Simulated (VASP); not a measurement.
# ZrCdF4 (P4/mmm) in VASP: single point with PBE

Aim: the single point of ZrCdF4 with PBE.

Program: VASP 6.6.1. These are calculated values, not measurements. Logs are shortened: lines on timing, memory, paths and dates and some standing lists are left out, and cuts for length are marked.

## 1. The cell of the first run

Symmetry: P4/mmm, No. 123, tetragonal system. Conventional cell: a = 3.999 Å, b = 3.999 Å, c = 7.282 Å, α = 90.00°, β = 90.00°, γ = 90.00°. Within 4.2 Å of Zr (site symmetry 4/mmm) lie 16 F at 3.07 to 4.15 Å and 4 Zr at 4.00 Å. Within 2.6 Å of Cd (site symmetry 4/mmm) lie 6 F at 2.00 to 2.44 Å. Within 3.2 Å of F (site symmetry 4mm) lie 5 F at 2.40 to 3.16 Å and 1 Cd at 2.44 Å and 4 Zr at 3.07 Å. Within 2.6 Å of F (site symmetry mmm) lie 2 Cd at 2.00 Å.

## 2. Single point, PBE

POSCAR reads:

```
ZrCdF4
1.0
    3.9990175026      0.0000000000      0.0000000000
    0.0000000000      3.9990175026      0.0000000000
    0.0000000000      0.0000000000      7.2822384421
Zr Cd F
1 1 4
Direct
    0.5000000000      0.5000000000      0.5000000000
    0.0000000000      0.0000000000      0.0000000000
    0.0000000000      0.0000000000      0.6646688100
    0.5000000000      0.0000000000      0.0000000000
    0.0000000000      0.5000000000      0.0000000000
    0.0000000000      0.0000000000      0.3353311900
```

INCAR.step1 reads:

```
PREC = Accurate
ENCUT = 520
EDIFF = 1E-6
ISMEAR = 0
SIGMA = 0.1
LREAL = False
LASPH = True
NELM = 100
ALGO = Normal
ISIF = 2
LWAVE = False
LCHARG = True
LMAXMIX = 4
GGA = PE
NBANDS = 35
```

KPOINTS.step1 reads:

```
regular mesh
0
Gamma
  10 10 6
```

INCAR.step2 reads:

```
PREC = Accurate
ENCUT = 520
EDIFF = 1E-6
ISMEAR = -5
SIGMA = 0.1
LREAL = False
LASPH = True
NELM = 100
ALGO = Normal
ISIF = 2
LWAVE = False
LCHARG = False
LMAXMIX = 4
GGA = PE
LORBIT = 11
NEDOS = 2001
ICHARG = 11
```

KPOINTS.step2 reads:

```
regular mesh
0
Gamma
  15 15 9
```

Potentials or basis: VASP PAW PBE potentials, release 64 (Zr_sv, Cd, F).

The run is started by

```bash
cat potpaw_PBE.64/Zr_sv/POTCAR potpaw_PBE.64/Cd/POTCAR potpaw_PBE.64/F/POTCAR > POTCAR
cp INCAR.step1 INCAR
cp KPOINTS.step1 KPOINTS
mpirun -np 1 vasp_std > vasp.out
cp INCAR.step2 INCAR
cp KPOINTS.step2 KPOINTS
mpirun -np 1 vasp_std > vasp.out
```

OUTCAR:

```text
PREC = Accurate
   ENCUT = 520
   EDIFF = 1E-6
   ISMEAR = -5
   LREAL = False
   LASPH = True
   NELM = 100
   ISIF = 2
   GGA = PE
   LORBIT = 11
   ICHARG = 11

 ion  position               nearest neighbor table
   1  0.500  0.500  0.500-
   2  0.000  0.000  0.000-   4 2.00   5 2.00   5 2.00   4 2.00   3 2.44   6 2.44
   3  0.000  0.000  0.665-   2 2.44
   4  0.500  0.000  0.000-   2 2.00   2 2.00
   5  0.000  0.500  0.000-   2 2.00   2 2.00
   6  0.000  0.000  0.335-   2 2.44

  LATTYP: Found a simple tetragonal cell.
 ALAT       =     3.9990175026
 C/A-ratio  =     1.8210068942

  Lattice vectors:

 A1 = (   3.9990175026,   0.0000000000,   0.0000000000)
 A2 = (   0.0000000000,   3.9990175026,   0.0000000000)
 A3 = (   0.0000000000,   0.0000000000,   7.2822384421)

Analysis of symmetry for initial positions (statically):
=====================================================================
 Subroutine PRICEL returns:
 Original cell was already a primitive cell.

 Routine SETGRP: Setting up the symmetry group for a
 simple tetragonal supercell.

 Subroutine GETGRP returns: Found 16 space group operations
 (whereof 16 operations were pure point group operations)
 out of a pool of 16 trial point group operations.

The static configuration has the point symmetry D_4h.

Analysis of symmetry for dynamics (positions and initial velocities):
=====================================================================
 Subroutine PRICEL returns:
 Original cell was already a primitive cell.

 Routine SETGRP: Setting up the symmetry group for a
 simple tetragonal supercell.

 Subroutine GETGRP returns: Found 16 space group operations
 (whereof 16 operations were pure point group operations)
 out of a pool of 16 trial point group operations.

The dynamic configuration has the point symmetry D_4h.

 Subroutine INISYM returns: Found 16 space group operations
 (whereof 16 operations are pure point group operations),
 and found     1 'primitive' translations

----------------------------------------------------------------------------------------

                                     Primitive cell

  volume of cell :     116.4586

  direct lattice vectors                    reciprocal lattice vectors
     3.999017503  0.000000000  0.000000000     0.250061421  0.000000000  0.000000000
[... 107 lines left out ...]
   NELECT =      52.0000    total number of electrons
   NUPDOWN=      -1.0000    fix difference up-down
   EMIN   =  10.00;   EMAX   =-10.00  energy-range for DOS
   EFERMI =   0.00;   METHOD = LEGACY
   ISMEAR =    -5;   SIGMA  =   0.10  broadening in eV -4-tet -1-fermi 0-gaus
   EFERMI_NEDOS =   21; number of points for ismear=-14 and -15
   IALGO  =     38    algorithm
   IMIX   =      4    mixing-type and parameters
     AMIX     =   0.40;   BMIX     =  1.00
     AMIX_MAG =   1.60;   BMIX_MAG =  1.00
  volume/ion in A,a.u.               =      19.41       130.98
  Fermi-wavevector in a.u.,A,eV,Ry     =   1.251273  2.364563 21.302429  1.565684
  Thomas-Fermi vector in A             =   2.385228
   LORBIT       =     11    0 simple, 1 ext, 2 COOP (PROOUT), +10 PAW based schemes
   GGA     = PE    functional components
   LHFCALC =     F    Hartree Fock is set to
   AEXX    =    0.0000 exact exchange contribution
   IVDW    =     0    specifies the selected vdW correction
   LEPSILON=     F    determine dielectric tensor
   LRPA    =     F    only Hartree local field effects (RPA)
 non-spin polarized calculation
 Fermi weights with tetrahedron method with Bloechl corrections
  energy-cutoff  :      520.00
  volume of cell :      116.46
 maximum number of plane-waves:      3187
 NGX is ok and might be reduce to    30

 number of electron      51.9999944 magnetization

 Free energy of the ion-electron system (eV)
  ---------------------------------------------------
  ext. energy  EPLUGINS =         0.00000000
  ---------------------------------------------------
  free energy    TOTEN  =       -24.18568899 eV

  energy without entropy =      -24.18568899  energy(sigma->0) =      -24.18568899

 E-fermi :   1.3754     XC(G=0):  -8.5424

 val. band max:        1.3729890275   @ k =   0.4667   0.4000   0.4444
 cond. band min:       1.3675235105   @ k =   0.1333   0.1333   0.0000
 fundamental gap:     -0.0054655171
 Fermi energy:         1.3753534278

 k-point     1 :       0.0000    0.0000    0.0000
  band No.  band energies     occupation
      1     -49.9327      2.00000
      2     -27.9895      2.00000
      3     -27.7496      2.00000
      4     -27.7496      2.00000
      5     -21.5137      2.00000
      6     -21.2289      2.00000
[... 805 lines left out ...]
     30       2.1107      0.00000
     31       3.0599      0.00000

 [... further k-points ...]

------------------------ aborting loop because EDIFF is reached ----------------------------------------

  FORCE on cell =-STRESS in cart. coord.  units (eV):
  Direction    XX          YY          ZZ          XY          YZ          ZX
  --------------------------------------------------------------------------------------
  -------------------------------------------------------------------------------------
  Total        1.1087120      1.1087120      0.5371234      0.0000000      0.0000000      0.0000000
  in kB       15.2530893     15.2530893      7.3894670      0.0000000      0.0000000      0.0000000
  external PRESSURE =      12.6318819 kB  Pullay stress =       0.0000000 kB

 VOLUME and BASIS-vectors are now :
 -----------------------------------------------------------------------------
  energy-cutoff  :      520.00
  volume of cell :      116.46
      direct lattice vectors                 reciprocal lattice vectors
     3.999017503  0.000000000  0.000000000     0.250061421  0.000000000  0.000000000
     0.000000000  3.999017503  0.000000000     0.000000000  0.250061421  0.000000000
     0.000000000  0.000000000  7.282238442     0.000000000  0.000000000  0.137320414

 POSITION                                       TOTAL-FORCE (eV/Angst)
 -----------------------------------------------------------------------------------
      1.99951      1.99951      3.64112         0.000000      0.000000      0.000000
      0.00000      0.00000      0.00000         0.000000      0.000000      0.000000
      0.00000      0.00000      4.84028         0.000000     -0.000000     -0.009569
      1.99951      0.00000      0.00000         0.000000      0.000000      0.000000
      0.00000      1.99951      0.00000         0.000000      0.000000      0.000000
      0.00000      0.00000      2.44196         0.000000     -0.000000      0.009569
 -----------------------------------------------------------------------------------
    total drift:                                0.000000     -0.000000      0.000000

  FREE ENERGIE OF THE ION-ELECTRON SYSTEM (eV)
  ---------------------------------------------------
  free  energy   TOTEN  =       -24.1856889946 eV

  energy  without entropy=      -24.1856889946  energy(sigma->0) =      -24.18568899

 total charge

# of ion       s       p       d       tot
------------------------------------------
    1        2.059   5.889   1.447   9.395
    2        0.327   0.330   9.731  10.387
    3        1.741   4.264   0.000   6.005
    4        1.740   4.381   0.000   6.121
    5        1.740   4.381   0.000   6.121
    6        1.741   4.264   0.000   6.005
--------------------------------------------------
tot          9.348  23.509  11.178  44.035
```

OUTCAR.step1:

```text
PREC = Accurate
   ENCUT = 520
   EDIFF = 1E-6
   ISMEAR = 0
   LREAL = False
[... 1150 lines left out ...]
      0.00000      0.00000      4.84028        -0.000000      0.000000     -0.019017
      1.99951      0.00000      0.00000        -0.000000     -0.000000     -0.000000
      0.00000      1.99951      0.00000        -0.000000     -0.000000     -0.000000
      0.00000      0.00000      2.44196         0.000000      0.000000      0.019017
 -----------------------------------------------------------------------------------
    total drift:                                0.000000     -0.000000      0.000000

  FREE ENERGIE OF THE ION-ELECTRON SYSTEM (eV)
  ---------------------------------------------------
  free  energy   TOTEN  =       -24.2046125335 eV

  energy  without entropy=      -24.1673461837  energy(sigma->0) =      -24.18597936
```

OSZICAR.step1:

```text
N       E                     dE             d eps       ncg     rms          rms(c)
DAV:   1     0.458008845407E+03    0.45801E+03   -0.28712E+04  5912   0.143E+03
DAV:   2     0.166742372949E+01   -0.45634E+03   -0.44162E+03  6822   0.387E+02
DAV:   3    -0.308277978537E+02   -0.32495E+02   -0.32203E+02  8262   0.104E+02
DAV:   4    -0.318649903538E+02   -0.10372E+01   -0.10115E+01  8017   0.124E+01
DAV:   5    -0.319059015433E+02   -0.40911E-01   -0.40881E-01  7369   0.146E+00    0.229E+01
DAV:   6    -0.245149244644E+02    0.73910E+01   -0.29126E+01  6872   0.422E+01    0.151E+01
DAV:   7    -0.242764009821E+02    0.23852E+00   -0.24661E+00  6845   0.128E+01    0.837E+00
DAV:   8    -0.242367957689E+02    0.39605E-01   -0.73968E-01  6591   0.375E+00    0.202E+00
DAV:   9    -0.242216630750E+02    0.15133E-01   -0.25702E-01  6666   0.299E+00    0.304E+00
DAV:  10    -0.242065747701E+02    0.15088E-01   -0.10545E-01  6814   0.179E+00    0.133E+00
DAV:  11    -0.242031155067E+02    0.34593E-02   -0.10179E-02  6341   0.671E-01    0.367E-01
DAV:  12    -0.242041524909E+02   -0.10370E-02   -0.16787E-03  6378   0.422E-01    0.193E-01
DAV:  13    -0.242044515087E+02   -0.29902E-03   -0.10468E-03  6608   0.157E-01    0.139E-01
DAV:  14    -0.242045855195E+02   -0.13401E-03   -0.38202E-04  6151   0.167E-01    0.380E-02
DAV:  15    -0.242046208870E+02   -0.35368E-04   -0.60777E-05  6699   0.853E-02    0.714E-02
DAV:  16    -0.242046110937E+02    0.97933E-05   -0.27754E-05  6982   0.561E-02    0.667E-03
DAV:  17    -0.242046121816E+02   -0.10879E-05   -0.29452E-06  5854   0.135E-02    0.411E-03
DAV:  18    -0.242046125335E+02   -0.35196E-06   -0.11700E-06  4119   0.783E-03
   1 F= -.24204613E+02 E0= -.24185979E+02  d E =-.372663E-01
```

It took 5.7 min on 1 thread of Intel Xeon 6975P-C (Granite Rapids), shared host; peak memory 0.65 GiB.

Results:

```
Valence electrons inside the program's atomic spheres : Zr 9.39; Cd 10.39; F 6.00, 6.12 (each value once)
```

Caveat: tetrahedron occupations give inexact forces and stress in metals.
